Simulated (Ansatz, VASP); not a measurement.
## Ni: VASP beside Ansatz

```
Ni
1.0
     2.44802    0.00000    0.00000
    -1.22401    2.12005    0.00000
     0.00000    0.00000    4.07281
Ni
2
Direct
  0.66667 0.33333 0.75000
  0.33333 0.66667 0.25000
```

Alike in both runs: task single point; functional PBEsol; k mesh 12 × 12 × 7; occupations fermi-dirac, width 0.05 eV; collinear spin.

|  | VASP | Ansatz |
| --- | --- | --- |
| version | VASP 6.6.1 | Ansatz 0.2.0 |
| potentials or method | VASP PAW PBE potentials, release 64 (Ni), cutoff 520 eV | all-electron LAPW, scalar-relativistic |

```csv
,VASP,Ansatz,Ansatz less VASP
gap on the k mesh at the Fermi level (eV),none,none,-
pressure (GPa),-4.2,-3.0,+1.15
"traceless stress, the component that is largest in VASP (GPa)",-1.11,-2.64,-1.522
net moment per atom (μB),0.00,0.65,+0.652
size of the moment on the site where the two differ most (μB),0.19,0.68,+0.487
```

The net moments are unlike, so the other rows may belong to different states. VASP's potentials were made for PBE, not for PBEsol. Site moments also hang on the region over which each program counts them. A gap of «none» marks a metal or a gap that the smearing closes. Ansatz ran all-electron here, and VASP with PAW potentials.
